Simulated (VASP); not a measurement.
Set up this calculation in VASP 6.6.1, as the native input.

```
Task                   : single point
Functional             : revPBE
Dispersion             : D3(BJ)
Potentials or basis    : VASP PAW PBE potentials, release 64 (Mo_sv, S)
Cutoff                 : 520 eV
k mesh                 : 9 × 9 × 4
Occupations            : fermi-dirac, width 0.05 eV
Spin                   : no spin polarisation
Dipole correction      : no
Further INCAR settings : ALGO = Normal; EDIFF = 1e-06; NBANDS = 20
```

The structure of MoS2 lies in POSCAR:

```
MoS2
1.0
    3.1615794509      0.0000000000      0.0000000000
   -1.5807897255      2.7380081205      0.0000000000
    0.0000000000      0.0000000000      6.1836112739
Mo S
1 2
Direct
    0.0000000000      0.0000000000      0.5000000000
    0.6666666667      0.3333333333      0.7446806800
    0.3333333333      0.6666666667      0.2553193200
```

These files were run (other wordings do the same):

INCAR

```
ALGO = Normal
EDIFF = 1E-6
ENCUT = 520
GGA = RE
ISIF = 2
ISMEAR = -1
IVDW = 12
LASPH = T
LCHARG = F
LREAL = F
LWAVE = F
NBANDS = 20
NELM = 80
PREC = Accurate
SIGMA = 0.05
```

KPOINTS

```
k-points
0
Gamma
  9 9 4
```

Potentials or basis: VASP PAW PBE potentials, release 64 (Mo_sv, S).

Launch:

```console
$ cat potpaw_PBE.64/Mo_sv/POTCAR potpaw_PBE.64/S/POTCAR > POTCAR
$ mpirun -np 1 vasp_std > vasp.out
```

It gave:

The pressure is 4.6 GPa, the largest force is 1.389 eV/Å and the band gap on the k mesh is zero (bands 13 and 14 overlap by 1.05 eV). The dispersion energy per atom is -0.830 eV.

Caveat: the cell stands under pressure; the PAW data sets were made with another functional, which shifts forces and pressure a little.

Run time: 52 s on 1 thread of Intel Xeon 8259CL (shared host), peak memory 0.2 GiB.
